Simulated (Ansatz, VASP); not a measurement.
# Cd in VASP and in Ansatz

```xyz
2
Lattice="3.0148 0.0000 0.0000 -1.5074 2.6109 0.0000 0.0000 0.0000 5.8276" Properties=species:S:1:pos:R:3 pbc="T T T"
Cd    0.0000    1.7406    1.4569
Cd    1.5074    0.8703    4.3707
```

Alike in both runs: task single point; functional PBE; k mesh 12 × 12 × 6; occupations gaussian, width 0.15 eV; no spin polarisation.

```csv
,VASP,Ansatz
version,VASP 6.6.1,Ansatz 0.2.0
potentials or method,"VASP PAW PBE potentials, release 64 (Cd), cutoff 500 eV","scalar-relativistic, plane waves, PAW"
valence electrons in the cell,24,40
```

```csv
,VASP,Ansatz,Ansatz less VASP
gap on the k mesh at the Fermi level (eV),none,none,-
pressure (GPa),0.3,0.0,-0.27
"traceless stress, the component that is largest in VASP (GPa)",0.80,0.92,+0.116
```

A gap of «none» marks a metal or a gap that the smearing closes. The functional is the same, so the differences come from potentials, cutoffs and numerics. VASP's potentials hold 24 valence electrons a cell and Ansatz's 40, so a difference there can come from the potentials and not from the codes.
